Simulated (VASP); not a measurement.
A run of VASP 6.6.1:

File INCAR:

```
PREC = Accurate
ENCUT = 520
EDIFF = 1E-7
ISMEAR = 0
SIGMA = 0.03
LREAL = False
LASPH = True
NELM = 60
ALGO = Normal
ISIF = 2
LWAVE = False
LCHARG = False
NBANDS = 50
```

KPOINTS

```
regular mesh
0
Gamma
  9 9 4
```

Contents of POSCAR:

```
SnO
1.0
   -3.8020000000      0.0000000000      0.0000000000
    0.0000000000     -3.8020000000      0.0000000000
    0.0000000000      0.0000000000      9.6720000000
Sn O
4 4
Direct
    0.0000000000      0.5000000000      0.1192500000
    0.0000000000      0.5000000000      0.6192500000
    0.5000000000      0.0000000000      0.3807500000
    0.5000000000      0.0000000000      0.8807500000
    0.0000000000      0.0000000000      0.0000000000
    0.0000000000      0.0000000000      0.5000000000
    0.5000000000      0.5000000000      0.0000000000
    0.5000000000      0.5000000000      0.5000000000
```

Potentials or basis: VASP PAW LDA potentials, release 64 (Sn_d, O).

Launch:

```console
$ cat potpaw_LDA.64/Sn_d/POTCAR potpaw_LDA.64/O/POTCAR > POTCAR
$ mpirun -np 1 vasp_std > vasp.out
```

Hardware: 1 thread of Intel Xeon 8259CL, with other jobs on the host.

Problem. How long does it take, and how much memory?

Solution. Run time: 9 min on 1 thread of Intel Xeon 8259CL, on a shared host, peak memory 0.34 GiB. Counts: scf iterations 18, k points 45.
